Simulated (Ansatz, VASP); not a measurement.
# One calculation of K, two programs

The input INCAR:

```
PREC = Accurate
ENCUT = 520
EDIFF = 1E-6
ISMEAR = -1
SIGMA = 0.1
LREAL = F
LASPH = T
NELM = 80
ALGO = Normal
ISIF = 2
LWAVE = F
LCHARG = T
LELF = T
LVHAR = T
NBANDS = 10
```

KPOINTS

```
regular mesh
0
Gamma
  10 10 10
```

File POSCAR:

```
K
1.0
    0.0000000000      3.0990458810      3.0990458810
    3.0990458810      0.0000000000      3.0990458810
    3.0990458810      3.0990458810      0.0000000000
K
1
Direct
    0.0000000000      0.0000000000      0.0000000000
```

Input for Ansatz:

```yaml
crystal:
  lattice:
    - [0.0, 3.099045881, 3.099045881]
    - [3.099045881, 0.0, 3.099045881]
    - [3.099045881, 3.099045881, 0.0]
  atoms:
    - { symbol: K, position: [0.0, 0.0, 0.0] }
hamiltonian:
  xc: lda
  pseudopotentials:
    kind: paw
    azcp:
      K: "pseudopotentials/K.paw.azcp"
basis:
  ecutwfc: 420
  fft_grid_basis: typed
kpoints:
  mp_grid: { grid: [10, 10, 10], shift: [0, 0, 0] }
magnetization:
  spin_polarized: false
scf:
  occupations: { method: fermi_dirac, width: 0.1 }
  lower_state_search: "off"
output:
  stress: true
```

Alike in both runs: task single point; functional LDA; k mesh 10 × 10 × 10; occupations fermi-dirac, width 0.1 eV; no spin polarisation.

```csv
,VASP,Ansatz
version,VASP 6.6.1,Ansatz 0.2.0
potentials or method,"VASP PAW LDA potentials, release 64 (K_sv), cutoff 520 eV","plane waves (420 eV) with PAW, scalar-relativistic"
valence electrons in the cell,9,9
```

|  | VASP | Ansatz | Ansatz less VASP |
| --- | --- | --- | --- |
| pressure (GPa) | 0.4 | 0.4 | +0.02 |

Ansatz warns that its potentials were made for another functional, while VASP's fit it. LDA's correlation is that of Perdew and Zunger in VASP and of Perdew and Wang (1992) in Ansatz.
